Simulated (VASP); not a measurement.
# Au (P6_3/mmc) in VASP: notebook

The runs below take Au through single point, with PBEsol.

All numbers are computed with VASP 6.6.1; they aren't measurements. Logs are shortened: lines on timing, memory, paths and dates and some standing lists are left out, and cuts for length are marked.

## Step 1: The cell of the first run

Symmetry: P6_3/mmc, No. 194, hexagonal system. The conventional cell has a = 2.552 Å, b = 2.552 Å, c = 4.217 Å, α = 90.00°, β = 90.00°, γ = 120.00°. Au (site symmetry -6m2) has 12 Au at 2.55 to 2.57 Å within 3.4 Å.

## Step 2: Single point, PBEsol

File INCAR:

```
ALGO = Normal
EDIFF = 1E-6
ENCUT = 500
GGA = PS
GGA_COMPAT = F
ISIF = 2
ISMEAR = -1
LASPH = T
LCHARG = F
LREAL = F
LWAVE = F
NBANDS = 18
NELM = 120
PREC = Accurate
SIGMA = 0.08
```

File KPOINTS:

```
k-points
0
Gamma
  17 17 9
```

File POSCAR:

```
Au
1.0
    2.5522343260      0.0000000000      0.0000000000
   -1.2761171630      2.2102997627      0.0000000000
    0.0000000000      0.0000000000      4.2167334536
Au
2
Direct
    0.3333333333      0.6666666667      0.2500000000
    0.6666666667      0.3333333333      0.7500000000
```

Potentials or basis: VASP PAW PBE potentials, release 64 (Au).

The run is started by

```bash
> cat potpaw_PBE.64/Au/POTCAR > POTCAR
> mpirun -np 1 vasp_std > vasp.out
```

OUTCAR:

```text
EDIFF = 1E-6
   ENCUT = 500
   GGA = PS
   ISIF = 2
   ISMEAR = -1
   LASPH = T
   LREAL = F
   NELM = 120
   PREC = Accurate

 ion  position               nearest neighbor table
   1  0.333  0.667  0.250-   2 2.57   2 2.57   2 2.57   2 2.57   2 2.57   2 2.57
   2  0.667  0.333  0.750-   1 2.57   1 2.57   1 2.57   1 2.57   1 2.57   1 2.57

  LATTYP: Found a hexagonal cell.
 ALAT       =     2.5522343260
 C/A-ratio  =     1.6521733176

  Lattice vectors:

 A1 = (   2.5522343260,   0.0000000000,   0.0000000000)
 A2 = (  -1.2761171630,   2.2102997627,   0.0000000000)
 A3 = (   0.0000000000,   0.0000000000,   4.2167334536)

Analysis of symmetry for initial positions (statically):
=====================================================================
 Subroutine PRICEL returns:
 Original cell was already a primitive cell.

 Routine SETGRP: Setting up the symmetry group for a
 hexagonal supercell.

 Subroutine GETGRP returns: Found 24 space group operations
 (whereof 12 operations were pure point group operations)
 out of a pool of 24 trial point group operations.

The static configuration has the point symmetry D_3d.
 The point group associated with its full space group is D_6h.

Analysis of symmetry for dynamics (positions and initial velocities):
=====================================================================
 Subroutine PRICEL returns:
 Original cell was already a primitive cell.

 Routine SETGRP: Setting up the symmetry group for a
 hexagonal supercell.

 Subroutine GETGRP returns: Found 24 space group operations
 (whereof 12 operations were pure point group operations)
 out of a pool of 24 trial point group operations.

The dynamic configuration has the point symmetry D_3d.
 The point group associated with its full space group is D_6h.

 Subroutine INISYM returns: Found 24 space group operations
 (whereof 12 operations are pure point group operations),
 and found     1 'primitive' translations

----------------------------------------------------------------------------------------

                                     Primitive cell

  volume of cell :      23.7874

  direct lattice vectors                    reciprocal lattice vectors
     2.552234326  0.000000000  0.000000000     0.391813553  0.226213660  0.000000000
    -1.276117163  2.210299763  0.000000000     0.000000000  0.452427321  0.000000000
     0.000000000  0.000000000  4.216733454     0.000000000  0.000000000  0.237150394

  length of vectors
     2.552234326  2.552234326  4.216733454     0.452427321  0.452427321  0.237150394

  position of ions in fractional coordinates (direct lattice)
     0.333333333  0.666666667  0.250000000
     0.666666667  0.333333333  0.750000000

  ion indices of the primitive-cell ions
   primitive index   ion index
                 1           1
                 2           2

----------------------------------------------------------------------------------------

 KPOINTS: k-points

Automatic generation of k-mesh.
 Grid dimensions read from file:
 generate k-points for:   17   17    9

 Generating k-lattice:

  Cartesian coordinates                     Fractional coordinates (reciprocal lattice)
     0.023047856  0.013306686  0.000000000     0.058823529  0.000000000  0.000000000
     0.000000000  0.026613372  0.000000000     0.000000000  0.058823529  0.000000000
     0.000000000  0.000000000  0.026350044     0.000000000  0.000000000  0.111111111

  Length of vectors
     0.026613372  0.026613372  0.026350044

  Shift w.r.t. Gamma in fractional coordinates (k-lattice)
     0.000000000  0.000000000  0.000000000

 Subroutine IBZKPT returns following result:
 ===========================================

 Found    165 irreducible k-points:

 Following reciprocal coordinates:
            Coordinates               Weight
  0.000000  0.000000  0.000000      1.000000
  0.058824  0.000000  0.000000      6.000000
  0.117647  0.000000  0.000000      6.000000
  0.176471  0.000000  0.000000      6.000000
  0.235294  0.000000  0.000000      6.000000
  0.294118  0.000000  0.000000      6.000000
[... 16 lines left out ...]
  0.411765  0.117647  0.000000     12.000000
  0.176471  0.176471  0.000000      6.000000
 [... further k-points ...]
   k-points           NKPTS =    165   k-points in BZ     NKDIM =    165   number of bands    NBANDS=     18
   number of dos      NEDOS =    301   number of ions     NIONS =      2
   total plane-waves  NPLWV =  12800
   dimension x,y,z NGX =    20 NGY =   20 NGZ =   32
   dimension x,y,z NGXF=    40 NGYF=   40 NGZF=   64
   ions per type =               2
   NGX,Y,Z   is equivalent  to a cutoff of  13.03, 13.03, 12.62 a.u.
   NGXF,Y,Z  is equivalent  to a cutoff of  26.05, 26.05, 25.23 a.u.
 SYSTEM =  unknown system
   PREC   = accura    normal or accurate (medium, high low for compatibility)
   ISTART =      0    job   : 0-new  1-cont  2-samecut
   ICHARG =      2    charge: 1-file 2-atom 10-const
   ISPIN  =      1    spin polarized calculation?
   LNONCOLLINEAR =      F non collinear calculations
   LSORBIT =      F    spin-orbit coupling
   LASPH  =      T    aspherical Exc in radial PAW
   ENCUT  =  500.0 eV  36.75 Ry    6.06 a.u.   4.65  4.65  7.69*2*pi/ulx,y,z
   NELM   =    120;   NELMIN=  2; NELMDL= -5     # of ELM steps
   EDIFF  = 0.1E-05   stopping-criterion for ELM
   LREAL  =      F    real-space projection
   EDIFFG = 0.1E-04   stopping-criterion for IOM
   NSW    =      0    number of steps for IOM
   IBRION =     -1    ionic relax: 0-MD 1-quasi-New 2-CG
   NFREE  =      0    steps in history (QN), initial steepest desc. (CG)
   ISIF   =      2    stress and relaxation
   ISYM   =      2    0-nonsym 1-usesym 2-fastsym
   POTIM  = 0.5000    time-step for ionic-motion
   TEBEG  =    0.0;   TEEND  =   0.0 temperature during run
   PSTRESS=    0.0 pullay stress
   NELECT =      22.0000    total number of electrons
   NUPDOWN=      -1.0000    fix difference up-down
   EMIN   =  10.00;   EMAX   =-10.00  energy-range for DOS
   EFERMI =   0.00;   METHOD = LEGACY
   ISMEAR =    -1;   SIGMA  =   0.08  broadening in eV -4-tet -1-fermi 0-gaus
   EFERMI_NEDOS =   21; number of points for ismear=-14 and -15
   IALGO  =     38    algorithm
   IMIX   =      4    mixing-type and parameters
     AMIX     =   0.40;   BMIX     =  1.00
     AMIX_MAG =   1.60;   BMIX_MAG =  1.00
  volume/ion in A,a.u.               =      11.89        80.26
  Fermi-wavevector in a.u.,A,eV,Ry     =   1.595021  3.014153 34.614478  2.544092
  Thomas-Fermi vector in A             =   2.693005
   LORBIT       =      0    0 simple, 1 ext, 2 COOP (PROOUT), +10 PAW based schemes
   GGA     = PS    functional components
   LHFCALC =     F    Hartree Fock is set to
   AEXX    =    0.0000 exact exchange contribution
   IVDW    =     0    specifies the selected vdW correction
   LEPSILON=     F    determine dielectric tensor
   LRPA    =     F    only Hartree local field effects (RPA)
 non-spin polarized calculation
  energy-cutoff  :      500.00
  volume of cell :       23.79
 maximum number of plane-waves:       622
 NGX is ok and might be reduce to    20
   NGX =  9   NGY =  9   NGZ = 15

 number of electron      22.0000004 magnetization

 Free energy of the ion-electron system (eV)
  ---------------------------------------------------
  ext. energy  EPLUGINS =         0.00000000
  ---------------------------------------------------
  free energy    TOTEN  =        -4.13613728 eV

  energy without entropy =       -4.12916353  energy(sigma->0) =       -4.13265040

 E-fermi :  16.8103     XC(G=0): -15.1005

 val. band max:       16.7427049477   @ k =   0.2353   0.2353   0.3333
 cond. band min:      16.8450210321   @ k =   0.4706   0.0000   0.0000
 fundamental gap:      0.1023160844
 Fermi energy:        16.8103307263

 k-point     1 :       0.0000    0.0000    0.0000
  band No.  band energies     occupation
      1       2.2127      2.00000
      2       5.0830      2.00000
      3       9.2463      2.00000
      4       9.5635      2.00000
      5       9.5635      2.00000
      6      10.2117      2.00000
[... 10 lines left out ...]
     17      38.7371      0.00000
     18      38.7407      0.00000

 k-point     2 :       0.0588    0.0000    0.0000
  band No.  band energies     occupation
      1       2.3675      2.00000
      2       5.2189      2.00000
      3       9.0960      2.00000
      4       9.6858      2.00000
      5       9.6896      2.00000
      6      10.1324      2.00000
[... 10 lines left out ...]
     17      37.6342      0.00000
     18      37.8674      0.00000

 k-point     3 :       0.1176    0.0000    0.0000
  band No.  band energies     occupation
      1       2.8161      2.00000
      2       5.5935      2.00000
      3       8.7887      2.00000
      4       9.8154      2.00000
      5      10.0615      2.00000
      6      10.0759      2.00000
[... 10 lines left out ...]
     17      35.8269      0.00000
     18      36.2694      0.00000

 k-point     4 :       0.1765    0.0000    0.0000
  band No.  band energies     occupation
      1       3.5063      2.00000
      2       6.0766      2.00000
      3       8.4992      2.00000
      4       9.4588      2.00000
      5       9.5696      2.00000
      6      10.5154      2.00000
[... 375 lines left out ...]
      4       9.2490      2.00000
      5       9.4836      2.00000
      6      10.0237      2.00000
[... 10 lines left out ...]
     17      30.5701      0.00000
     18      33.8549      0.00000

 k-point    23 :       0.4118    0.1176    0.0000
  band No.  band energies     occupation
      1       6.0347      2.00000
      2       6.3685      2.00000
      3       6.4167      2.00000
      4       9.2590      2.00000
      5       9.8220      2.00000
      6       9.9783      2.00000
[... 10 lines left out ...]
     17      29.9065      0.00000
     18      33.3595      0.00000

 k-point    24 :       0.1765    0.1765    0.0000
  band No.  band energies     occupation
      1       5.5528      2.00000
      2       7.1995      2.00000
      3       7.6610      2.00000
      4       7.7076      2.00000
      5       9.3446      2.00000
      6       9.5487      2.00000
[... 10 lines left out ...]
     17      34.6368      0.00000
     18      35.9286      0.00000

 [... further k-points ...]
[... 5 lines left out ...]
  --------------------------------------------------------------------------------------
  -------------------------------------------------------------------------------------
  Total       25.3339313     25.3339313     25.3424098     -0.0000000     -0.0000000      0.0000000
  in kB     1706.3389290   1706.3389289   1706.9099889     -0.0000000     -0.0000000      0.0000000
  external PRESSURE =    1706.5292823 kB  Pullay stress =       0.0000000 kB

 VOLUME and BASIS-vectors are now :
 -----------------------------------------------------------------------------
  energy-cutoff  :      500.00
  volume of cell :       23.79
      direct lattice vectors                 reciprocal lattice vectors
     2.552234326  0.000000000  0.000000000     0.391813553  0.226213660  0.000000000
    -1.276117163  2.210299763  0.000000000     0.000000000  0.452427321  0.000000000
     0.000000000  0.000000000  4.216733454     0.000000000  0.000000000  0.237150394

 POSITION                                       TOTAL-FORCE (eV/Angst)
 -----------------------------------------------------------------------------------
     -0.00000      1.47353      1.05418         0.000000     -0.000000      0.000000
      1.27612      0.73677      3.16255        -0.000000      0.000000      0.000000
 -----------------------------------------------------------------------------------
    total drift:                                0.000000     -0.000000      0.000000

  FREE ENERGIE OF THE ION-ELECTRON SYSTEM (eV)
  ---------------------------------------------------
  free  energy   TOTEN  =        -4.1361372756 eV

  energy  without entropy=       -4.1291635266  energy(sigma->0) =       -4.13265040
```

Run time: 21 s. Hardware: 1 thread of Intel Xeon 6975P-C (Granite Rapids), shared host; peak memory 0.17 GiB.

Results:

* Free energy: -4.1361 eV
* Pressure: 170.7 GPa
* Band gap on the k mesh: zero (band 11 reaches 21.64 eV, above the bottom of band 12 at 13.37 eV)

Caveat: the PAW data sets were made with another functional, which shifts forces and pressure a little; spin-orbit coupling is left out, which moves the levels of the heavy elements.

## Step 3: Single point, PBEsol

File INCAR:

```
  PREC = Accurate
  ENCUT = 500
  EDIFF = 1E-6
  ISMEAR = -1
  SIGMA = 0.08
  LREAL = False
  LASPH = True
  NELM = 120
  ALGO = Normal
  ISIF = 2
  LWAVE = False
  LCHARG = False
  GGA = PS
  NBANDS = 18
  GGA_COMPAT = False
```

File KPOINTS:

```
Automatic mesh
0
Gamma
  17 17 9
```

File POSCAR:

```
Au
1.0
    2.5521280009      0.0000000000      0.0000000000
   -1.2760640005      2.2102076825      0.0000000000
    0.0000000000      0.0000000000      4.2165126558
Au
2
Direct
    0.3333333333      0.6666666667      0.2500000000
    0.6666666667      0.3333333333      0.7500000000
```

Potentials or basis: VASP PAW PBE potentials, release 64 (Au).

The run is started by

```bash
> cat potpaw_PBE.64/Au/POTCAR > POTCAR
> mpirun -np 1 vasp_std > vasp.out
```

It took 22 s on 1 thread of Intel Xeon 6975P-C (Granite Rapids), shared host; peak memory 0.18 GiB.

The run converged. Its results:

```yaml
Free_energy: -4.1327 eV
Pressure: 170.8 GPa
Band_gap_on_the_k_mesh: zero (band 11 reaches 21.64 eV, above the bottom of band 12 at 13.38 eV)
```

Levels at points of the mesh, in eV from the Fermi level:
| k point | band 7 | band 8 | band 9 | band 10 | band 11 | band 12 | band 13 | band 14 | band 15 | band 16 |
| --- | --- | --- | --- | --- | --- | --- | --- | --- | --- | --- |
| (0.00, 0.00, 0.00) | -6.60 | -5.52 | -5.52 | -3.16 | -2.84 | -2.84 | 5.09 | 13.25 | 15.15 | 16.47 |

Caveat: the PAW data sets were made with another functional, which shifts forces and pressure a little; spin-orbit coupling is left out, which moves the levels of the heavy elements.
